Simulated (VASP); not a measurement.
A run of VASP 6.6.1 is set up as follows.

The input INCAR:

```
SYSTEM = AlNi3
  PREC = Accurate
  ENCUT = 520
  EDIFF = 1E-6
  ISMEAR = 0
  SIGMA = 0.1
  LREAL = .FALSE.
  LASPH = .TRUE.
  NELM = 150
  ALGO = Normal
  ISIF = 2
  LWAVE = .FALSE.
  LCHARG = .FALSE.
  ISPIN = 2
  MAGMOM = 0 0.3 0.3 0.3
  LORBIT = 11
  LMAXMIX = 4
  GGA = PE
  NBANDS = 28
```

The input KPOINTS:

```
regular mesh
0
G
  14 14 14
  0 0 0
```

The input POSCAR:

```
AlNi3
1.0
    3.6736792493      0.0000000000      0.0000000000
    0.0000000000      3.6736792493      0.0000000000
    0.0000000000      0.0000000000      3.4265240212
Al Ni
1 3
Direct
    0.0000000000      0.0000000000      0.0000000000
    0.0000000000      0.5000000000      0.5000000000
    0.5000000000      0.0000000000      0.5000000000
    0.5000000000      0.5000000000      0.0000000000
```

Potentials or basis: VASP PAW PBE potentials, release 64 (Al, Ni).

Command:

```console
$ cat potpaw_PBE.64/Al/POTCAR potpaw_PBE.64/Ni/POTCAR > POTCAR
$ mpirun -np 1 vasp_std > vasp.out
```

Q: What does it give for the pressure?

A: -3.2 GPa.

Q: Estimate the site moments.

A: Al -0.01; Ni +0.22, +0.27 (each value once) μB.

Q: Predict the net moment.

A: 0.66 μB per cell.

Stress tensor (GPa, compression positive):
```
-4.70  0.00  0.00
 0.00 -4.70  0.00
 0.00  0.00 -0.14
```

Caveat: the cell differs from its parent crystal (biaxial strain in the a-b plane: +3.0 %, then relaxed in part); the cell stands under tension.
